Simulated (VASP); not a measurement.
# BiSb2Se (P4/mmm) in VASP: further runs

Runs on BiSb2Se. Level: PBE. Tasks: single point.

Program: VASP 6.6.1. These are calculated values, not measurements. Logs are shortened: lines on timing, memory, paths and dates and some standing lists are left out, and cuts for length are marked.

## 1. The cell of the first run

It takes space group P4/mmm (No. 123, tetragonal). Conventional cell: a = 4.805 Å, b = 4.805 Å, c = 4.820 Å, α = 90.00°, β = 90.00°, γ = 90.00°. Within 4.5 Å of Sb (site symmetry mmm) lie 4 Sb at 3.40 Å and 4 Bi at 3.40 Å and 4 Se at 3.40 Å. Within 4.5 Å of Bi (site symmetry 4/mmm) lie 4 Se at 3.40 Å and 8 Sb at 3.40 Å. Se (site symmetry 4/mmm) has 4 Bi at 3.40 Å and 8 Sb at 3.40 Å within 4.5 Å.

The cell was built from a structure type or drawn by symmetry, and may not be a known phase.

## 2. Single point, PBE

Input file INCAR:

```
SYSTEM = BiSb2Se
PREC = Accurate
ENCUT = 520
EDIFF = 1E-6
ISMEAR = 0
SIGMA = 0.1
LREAL = .FALSE.
LASPH = .TRUE.
NELM = 60
ALGO = Normal
ISIF = 2
LWAVE = .FALSE.
LCHARG = .FALSE.
GGA = PE
NBANDS = 24
```

Input file KPOINTS:

```
Automatic mesh
0
G
  4 4 4
  0 0 0
```

Input file POSCAR:

```
BiSb2Se
1.0
    4.8053349800      0.0000000000      0.0000000000
    0.0000000000      4.8053349800      0.0000000000
    0.0000000000      0.0000000000      4.8195899600
Sb Bi Se
2 1 1
Direct
    0.5000000000      0.0000000000      0.5000000000
    0.0000000000      0.5000000000      0.5000000000
    0.0000000000      0.0000000000      0.0000000000
    0.5000000000      0.5000000000      0.0000000000
```

Potentials or basis: VASP PAW PBE potentials, release 64 (Sb, Bi_d, Se).

Launch:

```sh
> cat potpaw_PBE.64/Sb/POTCAR potpaw_PBE.64/Bi_d/POTCAR potpaw_PBE.64/Se/POTCAR > POTCAR
> mpirun -np 1 vasp_std > vasp.out
```

OUTCAR:

```text
SYSTEM = BiSb2Se
   PREC = Accurate
   ENCUT = 520
   EDIFF = 1E-6
   ISMEAR = 0
   LREAL = .FALSE.
   LASPH = .TRUE.
   NELM = 60
   ISIF = 2
   GGA = PE

 ion  position               nearest neighbor table
   1  0.500  0.000  0.500-   2 3.40   2 3.40   2 3.40   2 3.40   3 3.40   3 3.40   3 3.40   3 3.40

   2  0.000  0.500  0.500-   1 3.40   1 3.40   1 3.40   1 3.40   3 3.40   3 3.40   3 3.40   3 3.40

   3  0.000  0.000  0.000-   1 3.40   2 3.40   1 3.40   2 3.40   2 3.40   2 3.40   1 3.40   1 3.40

   4  0.500  0.500  0.000-

  LATTYP: Found a simple tetragonal cell.
 ALAT       =     4.8053349800
 C/A-ratio  =     1.0029664904

  Lattice vectors:

 A1 = (   4.8053349800,   0.0000000000,   0.0000000000)
 A2 = (   0.0000000000,   4.8053349800,   0.0000000000)
 A3 = (   0.0000000000,   0.0000000000,   4.8195899600)

Analysis of symmetry for initial positions (statically):
=====================================================================
 Subroutine PRICEL returns:
 Original cell was already a primitive cell.

 Routine SETGRP: Setting up the symmetry group for a
 simple tetragonal supercell.

 Subroutine GETGRP returns: Found 16 space group operations
 (whereof 16 operations were pure point group operations)
 out of a pool of 16 trial point group operations.

The static configuration has the point symmetry D_4h.

Analysis of symmetry for dynamics (positions and initial velocities):
=====================================================================
 Subroutine PRICEL returns:
 Original cell was already a primitive cell.

 Routine SETGRP: Setting up the symmetry group for a
 simple tetragonal supercell.

 Subroutine GETGRP returns: Found 16 space group operations
 (whereof 16 operations were pure point group operations)
 out of a pool of 16 trial point group operations.

The dynamic configuration has the point symmetry D_4h.

 Subroutine INISYM returns: Found 16 space group operations
 (whereof 16 operations are pure point group operations),
 and found     1 'primitive' translations

----------------------------------------------------------------------------------------

                                     Primitive cell

  volume of cell :     111.2903

  direct lattice vectors                    reciprocal lattice vectors
     4.805334980  0.000000000  0.000000000     0.208102037  0.000000000  0.000000000
     0.000000000  4.805334980  0.000000000     0.000000000  0.208102037  0.000000000
     0.000000000  0.000000000  4.819589960     0.000000000  0.000000000  0.207486531

  length of vectors
     4.805334980  4.805334980  4.819589960     0.208102037  0.208102037  0.207486531

  position of ions in fractional coordinates (direct lattice)
     0.500000000  0.000000000  0.500000000
     0.000000000  0.500000000  0.500000000
     0.000000000  0.000000000  0.000000000
     0.500000000  0.500000000  0.000000000

  ion indices of the primitive-cell ions
   primitive index   ion index
                 1           1
                 2           2
                 3           3
                 4           4

----------------------------------------------------------------------------------------

 KPOINTS: Automatic mesh

Automatic generation of k-mesh.
 Grid dimensions read from file:
 generate k-points for:    4    4    4

 Generating k-lattice:

  Cartesian coordinates                     Fractional coordinates (reciprocal lattice)
     0.052025509  0.000000000  0.000000000     0.250000000  0.000000000  0.000000000
     0.000000000  0.052025509  0.000000000     0.000000000  0.250000000  0.000000000
     0.000000000  0.000000000  0.051871633     0.000000000  0.000000000  0.250000000

  Length of vectors
     0.052025509  0.052025509  0.051871633

  Shift w.r.t. Gamma in fractional coordinates (k-lattice)
     0.000000000  0.000000000  0.000000000

 Subroutine IBZKPT returns following result:
 ===========================================

 Found     18 irreducible k-points:

 Following reciprocal coordinates:
            Coordinates               Weight
  0.000000  0.000000  0.000000      1.000000
  0.250000  0.000000  0.000000      4.000000
  0.500000  0.000000  0.000000      2.000000
  0.250000  0.250000  0.000000      4.000000
  0.500000  0.250000  0.000000      4.000000
  0.500000  0.500000  0.000000      1.000000
[... 10 lines left out ...]
  0.500000  0.250000  0.500000      4.000000
  0.500000  0.500000  0.500000      1.000000
   k-points           NKPTS =     18   k-points in BZ     NKDIM =     18   number of bands    NBANDS=     24
   number of dos      NEDOS =    301   number of ions     NIONS =      4
   total plane-waves  NPLWV =  46656
   dimension x,y,z NGX =    36 NGY =   36 NGZ =   36
   dimension x,y,z NGXF=    72 NGYF=   72 NGZF=   72
   ions per type =               2   1   1
   NGX,Y,Z   is equivalent  to a cutoff of  12.45, 12.45, 12.42 a.u.
   NGXF,Y,Z  is equivalent  to a cutoff of  24.91, 24.91, 24.84 a.u.
 SYSTEM =  BiSb2Se
   PREC   = accura    normal or accurate (medium, high low for compatibility)
   ISTART =      0    job   : 0-new  1-cont  2-samecut
   ICHARG =      2    charge: 1-file 2-atom 10-const
   ISPIN  =      1    spin polarized calculation?
   LNONCOLLINEAR =      F non collinear calculations
   LSORBIT =      F    spin-orbit coupling
   LASPH  =      T    aspherical Exc in radial PAW
   ENCUT  =  520.0 eV  38.22 Ry    6.18 a.u.   8.93  8.93  8.96*2*pi/ulx,y,z
   NELM   =     60;   NELMIN=  2; NELMDL= -5     # of ELM steps
   EDIFF  = 0.1E-05   stopping-criterion for ELM
   LREAL  =      F    real-space projection
   EDIFFG = 0.1E-04   stopping-criterion for IOM
   NSW    =      0    number of steps for IOM
   IBRION =     -1    ionic relax: 0-MD 1-quasi-New 2-CG
   NFREE  =      0    steps in history (QN), initial steepest desc. (CG)
   ISIF   =      2    stress and relaxation
   ISYM   =      2    0-nonsym 1-usesym 2-fastsym
   POTIM  = 0.5000    time-step for ionic-motion
   TEBEG  =    0.0;   TEEND  =   0.0 temperature during run
   PSTRESS=    0.0 pullay stress
   NELECT =      31.0000    total number of electrons
   NUPDOWN=      -1.0000    fix difference up-down
   EMIN   =  10.00;   EMAX   =-10.00  energy-range for DOS
   EFERMI =   0.00;   METHOD = LEGACY
   ISMEAR =     0;   SIGMA  =   0.10  broadening in eV -4-tet -1-fermi 0-gaus
   EFERMI_NEDOS =   21; number of points for ismear=-14 and -15
   IALGO  =     38    algorithm
   IMIX   =      4    mixing-type and parameters
     AMIX     =   0.40;   BMIX     =  1.00
     AMIX_MAG =   1.60;   BMIX_MAG =  1.00
  volume/ion in A,a.u.               =      27.82       187.76
  Fermi-wavevector in a.u.,A,eV,Ry     =   1.069161  2.020420 15.552878  1.143104
  Thomas-Fermi vector in A             =   2.204831
   LORBIT       =      0    0 simple, 1 ext, 2 COOP (PROOUT), +10 PAW based schemes
   GGA     = PE    functional components
   LHFCALC =     F    Hartree Fock is set to
   AEXX    =    0.0000 exact exchange contribution
   IVDW    =     0    specifies the selected vdW correction
   LEPSILON=     F    determine dielectric tensor
   LRPA    =     F    only Hartree local field effects (RPA)
 non-spin polarized calculation
 Gauss-broadening in eV      SIGMA  =   0.10
  energy-cutoff  :      520.00
  volume of cell :      111.29
 maximum number of plane-waves:      3016
 NGX is ok and might be reduce to    36
   NGX = 17   NGY = 17   NGZ = 17

 number of electron      31.0000012 magnetization

 Free energy of the ion-electron system (eV)
  ---------------------------------------------------
  ext. energy  EPLUGINS =         0.00000000
  ---------------------------------------------------
  free energy    TOTEN  =       -14.39141794 eV

  energy without entropy =      -14.37935533  energy(sigma->0) =      -14.38538664

 E-fermi :   7.1005     XC(G=0): -10.0636

 val. band max:        7.0950046015   @ k =   0.5000   0.2500   0.0000
 cond. band min:       7.1868684367   @ k =   0.2500   0.2500   0.0000
 fundamental gap:      0.0918638352
 Fermi energy:         7.1005081204

 k-point     1 :       0.0000    0.0000    0.0000
  band No.  band energies     occupation
      1     -16.0764      2.00000
      2     -16.0634      2.00000
      3     -16.0567      2.00000
      4     -16.0567      2.00000
      5     -16.0511      2.00000
      6      -6.7862      2.00000
[... 16 lines left out ...]
     23      11.6179      0.00000
     24      11.8210      0.00000

 k-point     2 :       0.2500    0.0000    0.0000
  band No.  band energies     occupation
      1     -16.0746      2.00000
      2     -16.0643      2.00000
      3     -16.0580      2.00000
      4     -16.0567      2.00000
      5     -16.0503      2.00000
      6      -6.5101      2.00000
[... 16 lines left out ...]
     23      12.5729      0.00000
     24      12.9468      0.00000

 k-point     3 :       0.5000    0.0000    0.0000
  band No.  band energies     occupation
      1     -16.0728      2.00000
      2     -16.0652      2.00000
      3     -16.0592      2.00000
      4     -16.0567      2.00000
      5     -16.0494      2.00000
      6      -6.0688      2.00000
[... 16 lines left out ...]
     23      13.8535      0.00000
     24      13.8548      0.00000
[... 352 lines left out ...]
 k-point    17 :       0.5000    0.2500    0.5000
  band No.  band energies     occupation
      1     -16.0704      2.00000
      2     -16.0664      2.00000
      3     -16.0617      2.00000
      4     -16.0603      2.00000
      5     -16.0436      2.00000
      6      -5.7463      2.00000
[... 16 lines left out ...]
     23      14.7765      0.00000
     24      15.3239      0.00000

 k-point    18 :       0.5000    0.5000    0.5000
  band No.  band energies     occupation
      1     -16.0684      2.00000
      2     -16.0678      2.00000
      3     -16.0616      2.00000
      4     -16.0616      2.00000
      5     -16.0429      2.00000
      6      -5.6691      2.00000
[... 16 lines left out ...]
     23      14.7803      0.00000
     24      15.5031      0.00000

------------------------ aborting loop because EDIFF is reached ----------------------------------------

  FORCE on cell =-STRESS in cart. coord.  units (eV):
  Direction    XX          YY          ZZ          XY          YZ          ZX
  --------------------------------------------------------------------------------------
  -------------------------------------------------------------------------------------
  Total       -1.6037705     -1.6037705     -0.5145907      0.0000000      0.0000000      0.0000000
  in kB      -23.0884812    -23.0884812     -7.4082408      0.0000000      0.0000000      0.0000000
  external PRESSURE =     -17.8617344 kB  Pullay stress =       0.0000000 kB

 VOLUME and BASIS-vectors are now :
 -----------------------------------------------------------------------------
  energy-cutoff  :      520.00
  volume of cell :      111.29
      direct lattice vectors                 reciprocal lattice vectors
     4.805334980  0.000000000  0.000000000     0.208102037  0.000000000  0.000000000
     0.000000000  4.805334980  0.000000000     0.000000000  0.208102037  0.000000000
     0.000000000  0.000000000  4.819589960     0.000000000  0.000000000  0.207486531

 POSITION                                       TOTAL-FORCE (eV/Angst)
 -----------------------------------------------------------------------------------
      2.40267      0.00000      2.40979         0.000000      0.000000      0.000000
      0.00000      2.40267      2.40979         0.000000      0.000000      0.000000
      0.00000      0.00000      0.00000         0.000000      0.000000      0.000000
      2.40267      2.40267      0.00000         0.000000      0.000000      0.000000
 -----------------------------------------------------------------------------------
    total drift:                               -0.000000      0.000000     -0.000000

  FREE ENERGIE OF THE ION-ELECTRON SYSTEM (eV)
  ---------------------------------------------------
  free  energy   TOTEN  =       -14.3914179431 eV

  energy  without entropy=      -14.3793553285  energy(sigma->0) =      -14.38538664
```

Wall time 18 s (1 thread of AMD EPYC 9R45 (Zen 5), shared host); peak memory 0.2 GiB.

What came out:

```
Free energy            : -14.3914 eV
Pressure               : -1.8 GPa
Band gap on the k mesh : zero (an odd number of electrons rules out a gap without spin polarisation)
```

Caveat: spin-orbit coupling is left out, which moves the levels of the heavy elements.

(Part 1 of 2 ends here.)
